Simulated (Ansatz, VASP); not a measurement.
## Two plane-wave programs on Si5As3

```
Si As
1.0
     6.71287    0.00000    0.00000
    -3.35644    5.81352    0.00000
     0.00000    0.00000    9.13554
Si As
10 6
Direct
  0.33469 0.33469 0.54225
  0.33469 0.00000 0.45775
  0.66531 0.00000 0.54225
  0.66531 0.66531 0.45775
  0.66667 0.33333 0.12954
  0.66667 0.33333 0.87046
  0.00000 0.33469 0.45775
  0.00000 0.66531 0.54225
  0.33333 0.66667 0.87046
  0.33333 0.66667 0.12954
  0.30514 0.30514 0.80517
  0.30514 0.00000 0.19483
  0.69486 0.00000 0.80517
  0.69486 0.69486 0.19483
  0.00000 0.30514 0.19483
  0.00000 0.69486 0.80517
```

Change from the starting cell: built by hand: diamond-derived ordered divacancy Si10As6 (P-31m, No. 162).

Alike in both runs: functional PBE; k mesh 3 × 3 × 2; occupations gaussian, width 0.2 eV; no spin polarisation.

Ansatz relaxed the structure, and its values are those at the end. VASP's run is a single point on that final structure, the one shown.

```csv
,VASP,Ansatz
version,VASP 6.6.1,Ansatz 0.2.0
potentials or method,"VASP PAW PBE potentials, release 64 (Si, As), cutoff 520 eV","scalar-relativistic, plane waves, PAW"
valence electrons in the cell,70,130
```

|  | VASP | Ansatz | Ansatz less VASP |
| --- | --- | --- | --- |
| gap on the k mesh at the Fermi level (eV) | 0.71 | 0.72 | +0.009 |
| least direct gap on the mesh (eV) | 0.80 | 0.81 | +0.011 |
| pressure (GPa) | 0.1 | 0.0 | -0.13 |
| rms of the force components (eV/Å) | 0.014 | 0.009 | -0.0049 |

The functional is the same, so the differences come from potentials, cutoffs and numerics. VASP's potentials hold 70 valence electrons a cell and Ansatz's 130, so a difference there can come from the potentials and not from the codes.
